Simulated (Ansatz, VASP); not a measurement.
# BaTiO3 in VASP and in Ansatz

```
CELL_PARAMETERS angstrom
3.94574 0.00000 0.00000
0.00000 3.94574 0.00000
0.00000 0.00000 3.96370
ATOMIC_POSITIONS crystal
Ba 0.00000 0.00000 0.00000
Ti 0.50000 0.50000 0.48200
O 0.50000 0.50000 0.01600
O 0.50000 0.00000 0.51500
O 0.00000 0.50000 0.51500
```

Change from the starting cell: volume scaled by 0.96.

Alike in both runs: task single point; functional PBE; k mesh 7 × 7 × 7; occupations fermi-dirac, width 0.08 eV; no spin polarisation.

|  | VASP | Ansatz |
| --- | --- | --- |
| version | VASP 6.6.1 | Ansatz 0.2.0 |
| potentials or method | VASP PAW PBE potentials, release 64 (Ba_sv, Ti_sv, O), cutoff 520 eV | all-electron LAPW, scalar-relativistic |

VASP gave:

- pressure (GPa): 12.5
- traceless stress, the component that is largest in VASP (GPa): 1.25
- rms of the force components (eV/Å): 0.099

Q: What did Ansatz give for the same quantities?

A: Pressure (GPa): 10.4; traceless stress, the component that is largest in VASP (GPa): 1.18; rms of the force components (eV/Å): 0.087.

Atom by atom the forces differ by 0.021 eV/Å (rms over components). Ansatz ran all-electron here, and VASP with PAW potentials.

Neither program's run includes spin-orbit coupling.
